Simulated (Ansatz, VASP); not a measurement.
# One calculation of Si7Ge, two programs

```
CELL_PARAMETERS angstrom
5.46797 0.00000 0.00000
0.00000 5.46797 0.00000
0.00000 0.00000 5.46797
ATOMIC_POSITIONS crystal
Si 0.26923 0.26923 0.21883
Si 0.00000 0.50000 0.50000
Si 0.50000 0.50000 0.00000
Si 0.50000 0.00000 0.50000
Si 0.73077 0.26923 0.78117
Si 0.73077 0.73077 0.21883
Si 0.26923 0.73077 0.78117
Ge 0.00000 0.00000 0.00000
```

Change from the starting cell: mode 14 (415.5 1/cm) frozen in, largest displacement +0.225 Å.

Alike in both runs: task single point; functional r2SCAN; k mesh 6 × 6 × 6; occupations gaussian, width 0.05 eV; no spin polarisation.

|  | VASP | Ansatz |
| --- | --- | --- |
| version | VASP 6.6.1 | Ansatz 0.2.0 |
| potentials or method | VASP PAW PBE potentials, release 64 (Si, Ge_d), cutoff 520 eV | scalar-relativistic, plane waves, PAW |
| valence electrons in the cell | 42 | 42 |

```tsv
	VASP	Ansatz	Ansatz less VASP
gap on the k mesh at the Fermi level (eV)	0.12	0.11	-0.007
least direct gap on the mesh (eV)	0.12	0.11	-0.007
pressure (GPa)	2.7	2.9	+0.18
traceless stress, the component that is largest in VASP (GPa)	-1.32	-1.30	+0.014
rms of the force components (eV/Å)	1.904	1.910	+0.0056
```

VASP's potentials were made for PBE, not for r2SCAN. Atom by atom the forces differ by 0.009 eV/Å (rms over components).
